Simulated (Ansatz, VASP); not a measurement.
MgO: VASP beside Ansatz

```xyz
4
Lattice="3.4152 0.0000 0.0000 -1.7076 2.9577 0.0000 0.0000 0.0000 4.0928" Properties=species:S:1:pos:R:3 pbc="T T T"
Mg    0.0000    1.9718    1.0232
Mg    1.7076    0.9859    3.0696
O     0.0000    1.9718    3.0696
O     1.7076    0.9859    1.0232
```

Alike in both runs: task single point; functional PBE; k mesh 9 × 9 × 7; occupations fermi-dirac, width 0.05 eV; no spin polarisation.

|  | VASP | Ansatz |
| --- | --- | --- |
| version | VASP 6.6.1 | Ansatz 0.2.0 |
| potentials or method | VASP PAW PBE potentials, release 64 (Mg, O) | Ansatz PAW |
| plane-wave cutoff (eV) | 520 | 420 |
| valence electrons in the cell | 16 | 32 |

|  | VASP | Ansatz | Ansatz less VASP |
| --- | --- | --- | --- |
| gap on the k mesh at the Fermi level (eV) | 3.76 | 3.78 | +0.017 |
| least direct gap on the mesh (eV) | 3.76 | 3.78 | +0.017 |
| pressure (GPa) | 14.1 | 14.5 | +0.44 |
| traceless stress, the component that is largest in VASP (GPa) | 1.19 | 1.30 | +0.111 |

With one functional, cell and mesh, what is left measures potentials, basis and numerics. VASP's potentials hold 16 valence electrons a cell and Ansatz's 32, so a difference there can come from the potentials and not from the codes.

Noted on Ansatz's run: odd divisions of the mesh miss points on the zone boundary, where band edges often lie, so the gap on the mesh can be too wide.
